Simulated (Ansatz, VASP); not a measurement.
**PtS2: VASP beside Ansatz**

```
CELL_PARAMETERS angstrom
3.47855 0.00000 0.00000
-1.73927 3.01251 0.00000
0.00000 0.00000 6.31854
ATOMIC_POSITIONS crystal
Pt 0.00000 0.00000 0.00000
S 0.33333 0.66667 0.18895
S 0.66667 0.33333 0.81105
```

Alike in both runs: task relaxation of the atoms; functional PBE; k mesh 12 × 12 × 6; occupations gaussian, width 0.05 eV; no spin polarisation.

|  | VASP | Ansatz |
| --- | --- | --- |
| version | VASP 6.6.1 | Ansatz 0.2.0 |
| potentials or method | VASP PAW PBE potentials, release 64 (Pt, S), cutoff 520 eV | scalar-relativistic, plane waves, PAW |
| valence electrons in the cell | 22 | 30 |

|  | VASP | Ansatz | Ansatz less VASP |
| --- | --- | --- | --- |
| gap on the k mesh at the Fermi level, each at its own relaxed structure (eV) | 1.45 | 1.44 | -0.010 |

VASP's potentials hold 22 valence electrons a cell and Ansatz's 30, so a difference there can come from the potentials and not from the codes. Ansatz's warnings: stress scf threshold loose.

Neither program's run includes spin-orbit coupling.
